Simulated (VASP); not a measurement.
# InPd (Fm-3m) in VASP: single point with PBEsol

Aim: the single point of InPd with PBEsol.

All numbers are computed with VASP 6.6.1; they aren't measurements. Logs are shortened: lines on timing, memory, paths and dates and some standing lists are left out, and cuts for length are marked.

## (1) The cell of the first run

It takes space group Fm-3m (No. 225, cubic). The conventional cell has a = 5.194 Å, b = 5.194 Å, c = 5.194 Å, α = 90.00°, β = 90.00°, γ = 90.00°. Within 3.4 Å of In (site symmetry m-3m) lie 6 Pd at 2.60 Å. Within 3.4 Å of Pd (site symmetry m-3m) lie 6 In at 2.60 Å.

## (2) Single point, PBEsol

File INCAR:

```
  ALGO = Fast
  EDIFF = 1E-6
  ENCUT = 520
  GGA = PS
  ISIF = 2
  ISMEAR = 0
  LASPH = T
  LCHARG = F
  LREAL = F
  LWAVE = F
  NBANDS = 18
  NELM = 100
  PREC = Accurate
  SIGMA = 0.15
```

File KPOINTS:

```
k-points
0
Gamma
  16 16 16
```

File POSCAR:

```
InPd
1.0
    3.4625288945      0.8656322236      0.8656322236
    0.8656322236      3.4625288945      0.8656322236
    0.8656322236      0.8656322236      3.4625288945
In Pd
1 1
Direct
    0.0000000000      0.0000000000      0.0000000000
    0.5000000000      0.5000000000      0.5000000000
```

Potentials or basis: VASP PAW PBE potentials, release 64 (In_d, Pd).

The run is started by

```bash
$ cat potpaw_PBE.64/In_d/POTCAR potpaw_PBE.64/Pd/POTCAR > POTCAR
$ mpirun -np 1 vasp_std > vasp.out
```

OUTCAR:

```text
EDIFF = 1E-6
   ENCUT = 520
   GGA = PS
   ISIF = 2
   ISMEAR = 0
   LASPH = T
   LREAL = F
   NELM = 100
   PREC = Accurate

 ion  position               nearest neighbor table
   1  0.000  0.000  0.000-   2 2.60   2 2.60   2 2.60   2 2.60   2 2.60   2 2.60
   2  0.500  0.500  0.500-   1 2.60   1 2.60   1 2.60   1 2.60   1 2.60   1 2.60

  LATTYP: Found a face centered cubic cell.
 ALAT       =     5.1937933417

  Lattice vectors:

 A1 = (   3.4625288945,   0.8656322236,   0.8656322236)
 A2 = (   0.8656322236,   3.4625288945,   0.8656322236)
 A3 = (   0.8656322236,   0.8656322236,   3.4625288945)

Analysis of symmetry for initial positions (statically):
=====================================================================
 Subroutine PRICEL returns:
 Original cell was already a primitive cell.

 Routine SETGRP: Setting up the symmetry group for a
 face centered cubic supercell.

 Subroutine GETGRP returns: Found 48 space group operations
 (whereof 48 operations were pure point group operations)
 out of a pool of 48 trial point group operations.

The static configuration has the point symmetry O_h .

Analysis of symmetry for dynamics (positions and initial velocities):
=====================================================================
 Subroutine PRICEL returns:
 Original cell was already a primitive cell.

 Routine SETGRP: Setting up the symmetry group for a
 face centered cubic supercell.

 Subroutine GETGRP returns: Found 48 space group operations
 (whereof 48 operations were pure point group operations)
 out of a pool of 48 trial point group operations.

The dynamic configuration has the point symmetry O_h .

 Subroutine INISYM returns: Found 48 space group operations
 (whereof 48 operations are pure point group operations),
 and found     1 'primitive' translations

----------------------------------------------------------------------------------------

                                     Primitive cell

  volume of cell :      35.0263

  direct lattice vectors                    reciprocal lattice vectors
     3.462528895  0.865632224  0.865632224     0.320895838 -0.064179168 -0.064179168
     0.865632224  3.462528895  0.865632224    -0.064179168  0.320895838 -0.064179168
     0.865632224  0.865632224  3.462528895    -0.064179168 -0.064179168  0.320895838

  length of vectors
[... 72 lines left out ...]
 SYSTEM =  unknown system
   PREC   = accura    normal or accurate (medium, high low for compatibility)
   ISTART =      0    job   : 0-new  1-cont  2-samecut
   ICHARG =      2    charge: 1-file 2-atom 10-const
   ISPIN  =      1    spin polarized calculation?
   LNONCOLLINEAR =      F non collinear calculations
   LSORBIT =      F    spin-orbit coupling
   LASPH  =      T    aspherical Exc in radial PAW
   ENCUT  =  520.0 eV  38.22 Ry    6.18 a.u.   6.83  6.83  6.83*2*pi/ulx,y,z
   NELM   =    100;   NELMIN=  2; NELMDL= -5     # of ELM steps
   EDIFF  = 0.1E-05   stopping-criterion for ELM
   LREAL  =      F    real-space projection
   EDIFFG = 0.1E-04   stopping-criterion for IOM
   NSW    =      0    number of steps for IOM
   IBRION =     -1    ionic relax: 0-MD 1-quasi-New 2-CG
   NFREE  =      0    steps in history (QN), initial steepest desc. (CG)
   ISIF   =      2    stress and relaxation
   ISYM   =      2    0-nonsym 1-usesym 2-fastsym
   POTIM  = 0.5000    time-step for ionic-motion
   TEBEG  =    0.0;   TEEND  =   0.0 temperature during run
   PSTRESS=    0.0 pullay stress
   NELECT =      23.0000    total number of electrons
   NUPDOWN=      -1.0000    fix difference up-down
   EMIN   =  10.00;   EMAX   =-10.00  energy-range for DOS
   EFERMI =   0.00;   METHOD = LEGACY
   ISMEAR =     0;   SIGMA  =   0.15  broadening in eV -4-tet -1-fermi 0-gaus
   EFERMI_NEDOS =   21; number of points for ismear=-14 and -15
   IALGO  =     68    algorithm
   IMIX   =      4    mixing-type and parameters
     AMIX     =   0.40;   BMIX     =  1.00
     AMIX_MAG =   1.60;   BMIX_MAG =  1.00
  volume/ion in A,a.u.               =      17.51       118.18
  Fermi-wavevector in a.u.,A,eV,Ry     =   1.422938  2.688964 27.548447  2.024754
  Thomas-Fermi vector in A             =   2.543589
   LORBIT       =      0    0 simple, 1 ext, 2 COOP (PROOUT), +10 PAW based schemes
   GGA     = PS    functional components
   LHFCALC =     F    Hartree Fock is set to
   AEXX    =    0.0000 exact exchange contribution
   IVDW    =     0    specifies the selected vdW correction
   LEPSILON=     F    determine dielectric tensor
   LRPA    =     F    only Hartree local field effects (RPA)
 non-spin polarized calculation
 RMM-DIIS sequential band-by-band and
 Gauss-broadening in eV      SIGMA  =   0.15
  energy-cutoff  :      520.00
  volume of cell :       35.03
 maximum number of plane-waves:       960
   NGX = 13   NGY = 13   NGZ = 13

 number of electron      23.0000006 magnetization

 Free energy of the ion-electron system (eV)
  ---------------------------------------------------
  ext. energy  EPLUGINS =         0.00000000
  ---------------------------------------------------
  free energy    TOTEN  =        -9.26998844 eV

  energy without entropy =       -9.26273746  energy(sigma->0) =       -9.26636295

 E-fermi :  10.4612     XC(G=0): -12.3070

 val. band max:       10.3877735420   @ k =   0.4375   0.1875   0.0625
 cond. band min:      10.4618430907   @ k =  -0.3125   0.0625   0.0000
 fundamental gap:      0.0740695487
 Fermi energy:        10.4611539943

 k-point     1 :       0.0000    0.0000    0.0000
  band No.  band energies     occupation
      1      -4.5049      2.00000
      2      -4.5049      2.00000
      3      -4.3311      2.00000
      4      -4.3311      2.00000
      5      -4.3311      2.00000
      6       0.2925      2.00000
[... 481 lines left out ...]
      5      -4.3088      2.00000
      6       0.4912      2.00000
[... 10 lines left out ...]
     17      22.8114      0.00000
     18      23.3967      0.00000

 [... further k-points ...]
[... 5 lines left out ...]
  --------------------------------------------------------------------------------------
  -------------------------------------------------------------------------------------
  Total        3.3939298      3.3939298      3.3939298     -0.0000000     -0.0000000     -0.0000000
  in kB      155.2456452    155.2456452    155.2456452     -0.0000000     -0.0000000     -0.0000000
  external PRESSURE =     155.2456452 kB  Pullay stress =       0.0000000 kB

 VOLUME and BASIS-vectors are now :
 -----------------------------------------------------------------------------
  energy-cutoff  :      520.00
  volume of cell :       35.03
      direct lattice vectors                 reciprocal lattice vectors
     3.462528895  0.865632224  0.865632224     0.320895838 -0.064179168 -0.064179168
     0.865632224  3.462528895  0.865632224    -0.064179168  0.320895838 -0.064179168
     0.865632224  0.865632224  3.462528895    -0.064179168 -0.064179168  0.320895838

 POSITION                                       TOTAL-FORCE (eV/Angst)
 -----------------------------------------------------------------------------------
      0.00000      0.00000      0.00000        -0.000000      0.000000      0.000000
      2.59690      2.59690      2.59690         0.000000     -0.000000     -0.000000
 -----------------------------------------------------------------------------------
    total drift:                                0.000000      0.000000      0.000000

  FREE ENERGIE OF THE ION-ELECTRON SYSTEM (eV)
  ---------------------------------------------------
  free  energy   TOTEN  =        -9.2699884399 eV

  energy  without entropy=       -9.2627374581  energy(sigma->0) =       -9.26636295
```

OSZICAR:

```text
N       E                     dE             d eps       ncg     rms          rms(c)
DAV:   1     0.166766062981E+03    0.16677E+03   -0.11197E+04  5394   0.167E+03
DAV:   2    -0.148994430802E+00   -0.16692E+03   -0.16049E+03  5300   0.366E+02
DAV:   3    -0.931715956921E+01   -0.91682E+01   -0.90992E+01  5956   0.901E+01
DAV:   4    -0.952488569089E+01   -0.20773E+00   -0.20758E+00  6430   0.121E+01
DAV:   5    -0.953390876817E+01   -0.90231E-02   -0.90225E-02  7156   0.243E+00    0.744E+00
RMM:   6    -0.931895804956E+01    0.21495E+00   -0.38174E-01  5902   0.649E+00    0.351E+00
RMM:   7    -0.927994790301E+01    0.39010E-01   -0.61606E-02  6447   0.280E+00    0.163E+00
RMM:   8    -0.927071296671E+01    0.92349E-02   -0.14627E-02  6701   0.112E+00    0.408E-01
RMM:   9    -0.926989616684E+01    0.81680E-03   -0.50790E-03  7761   0.102E+00    0.246E-01
RMM:  10    -0.927018334735E+01   -0.28718E-03   -0.14448E-03  7556   0.387E-01    0.466E-01
RMM:  11    -0.926998062738E+01    0.20272E-03   -0.74790E-04  6379   0.288E-01    0.197E-01
RMM:  12    -0.926998873955E+01   -0.81122E-05   -0.22349E-04  8543   0.146E-01    0.148E-01
RMM:  13    -0.926999250102E+01   -0.37615E-05   -0.47373E-05  8022   0.502E-02    0.166E-01
RMM:  14    -0.926999272838E+01   -0.22736E-06   -0.10050E-05  5780   0.228E-02    0.173E-01
RMM:  15    -0.926999150806E+01    0.12203E-05   -0.21118E-06  3625   0.156E-02    0.163E-01
RMM:  16    -0.926998870339E+01    0.28047E-05   -0.31561E-06  4858   0.213E-02    0.963E-02
RMM:  17    -0.926998843993E+01    0.26345E-06   -0.50345E-07  3265   0.753E-03
   1 F= -.92699884E+01 E0= -.92663629E+01  d E =-.725098E-02
```

It took 92 s on 1 thread of Intel Xeon Platinum 8259CL at 2.50GHz (Skylake/Cascade Lake), shared host; peak memory 0.22 GiB.

Results:

| Property | Result |
| --- | --- |
| Free energy | -9.2700 eV |
| Pressure | 15.5 GPa |

Caveat: the PAW data sets were made with another functional, which shifts forces and pressure a little; spin-orbit coupling is left out, which moves the levels of the heavy elements.
